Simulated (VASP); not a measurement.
## ZnS: single point with r2SCAN

The system is ZnS.

```xyz
8
Lattice="5.4696 -0.0334 -0.1888 0.0334 -5.2800 0.0238 0.1888 0.0238 -5.5796" Properties=species:S:1:pos:R:3 pbc="T T T"
Zn    0.1376   -2.6004   -2.7671
Zn    2.8380   -0.0094   -2.8604
Zn    2.7873   -2.6688   -0.0952
Zn   -0.0238    0.0045   -0.0311
S     4.2725   -4.0119   -4.3080
S     1.5142   -1.3060   -4.2119
S     1.4292   -3.9502   -1.4189
S     4.1207   -1.3264   -1.5413
```

This cell differs from its parent crystal: atoms moved at random and the cell strained at random.

- Program: VASP 6.6.1
- Task: single point
- Functional: r2SCAN
- Potentials or basis: VASP PAW PBE potentials, release 64 (Zn, S)
- Cutoff: 520 eV
- k mesh: 4 × 4 × 4
- Occupations: gaussian, width 0.05 eV
- Spin: no spin polarisation
- Dipole correction: no
- Further INCAR settings: ALGO = Normal; EDIFF = 1e-06; NBANDS = 46

```yaml
Pressure: -1.6 GPa
Largest_force: 0.656 eV/Å
Band_gap_on_the_k_mesh: 2.42 eV
```

Forces in eV/Å, atoms in the order of the input:
```
Zn  -0.154  0.145 -0.146
Zn  -0.241  0.470 -0.182
Zn  -0.076  0.254  0.287
Zn   0.280  0.245  0.295
S    0.016  0.125  0.057
S   -0.084 -0.274 -0.319
S   -0.022 -0.375 -0.052
S    0.281 -0.590  0.062
```

Stress tensor (GPa, compression positive):
```
-1.63  0.79  4.21
 0.79 -0.57  0.27
 4.21  0.27 -2.66
```

Levels at points of the mesh, in eV from the valence-band top:
| k point | band 32 | band 33 | band 34 | band 35 | band 36 | band 37 | band 38 | band 39 | band 40 | band 41 |
| --- | --- | --- | --- | --- | --- | --- | --- | --- | --- | --- |
| (0.00, 0.00, 0.00) | -2.10 | -2.08 | -0.26 | -0.06 | 0.00 | 2.42 | 3.27 | 3.68 | 3.82 | 4.37 |
| (0.50, 0.00, 0.00) | -2.61 | -1.41 | -1.37 | -1.23 | -1.19 | 4.67 | 4.76 | 4.96 | 5.03 | 5.59 |
| (0.00, 0.50, 0.00) | -2.51 | -1.69 | -1.61 | -1.20 | -1.13 | 4.46 | 4.48 | 5.13 | 5.17 | 6.10 |
| (0.50, 0.50, 0.00) | -2.62 | -0.98 | -0.93 | -0.83 | -0.79 | 5.12 | 5.23 | 5.28 | 5.38 | 6.86 |
| (0.00, 0.00, 0.50) | -2.70 | -1.35 | -1.27 | -1.18 | -1.11 | 4.64 | 4.79 | 5.04 | 5.17 | 5.49 |
| (0.50, 0.00, 0.50) | -2.37 | -1.27 | -1.24 | -0.98 | -0.91 | 4.72 | 4.75 | 5.36 | 5.40 | 6.78 |
| (0.00, 0.50, 0.50) | -2.48 | -1.07 | -1.00 | -0.94 | -0.89 | 5.02 | 5.11 | 5.18 | 5.26 | 6.79 |
| (0.50, 0.50, 0.50) | -0.95 | -0.91 | -0.89 | -0.72 | -0.68 | 3.31 | 3.46 | 3.87 | 3.93 | 6.71 |

Wall time 16 min on 1 thread of Oxide Virtual Turin-like Processor, with other jobs on the host, peak memory 0.36 GiB.

Caveat: the cell differs from its parent crystal (atoms moved at random and the cell strained at random); the PAW data sets were made with another functional, which shifts forces and pressure a little.
